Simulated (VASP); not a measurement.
Runs of VASP 6.6.1 on GeW. The structure is that of space group Pm-3m (No. 221), or close to it. The cells are those of the table. 

```csv
task,cell,k mesh,cutoff (eV),gap on the mesh (eV),pressure (GPa),relaxed volume (Å³/atom)
relaxation of cell and atoms,"relaxed from a = 3.137 Å, 2 atoms",18 × 18 × 18,600,none,0.0,15.43
single point,"a = 3.111, b = 3.111, c = 3.192 Å, 2 atoms",6 × 6 × 4,520,none,0.2,-
single point,"a = 3.260 Å, 2 atoms",6 × 6 × 6,520,none,-18.4,-
single point,"a = 3.137 Å, 2 atoms",6 × 6 × 6,520,none,0.2,-
single point,"a = 3.135 Å, 2 atoms",18 × 18 × 18,520,none,(a),-
relaxation of cell and atoms,"relaxed from a = 3.260 Å, 2 atoms",6 × 6 × 6,600,none,-0.3,15.49
```

Alike in all rows: level PBE; potentials or basis VASP PAW PBE potentials, release 64 (Ge_d, W_sv); no spin polarisation; smearing gaussian 0.1 eV.

Problem. Estimate the missing entries.

Solution. (a) 0.3.

Caveats: some runs use coarse meshes; spin-orbit coupling is left out, which moves the levels of the heavy elements.

A k mesh can miss the band edges, and the runs leave out spin-orbit coupling on Ge, W.

A gap of «none» marks levels without a gap at the run's occupations.
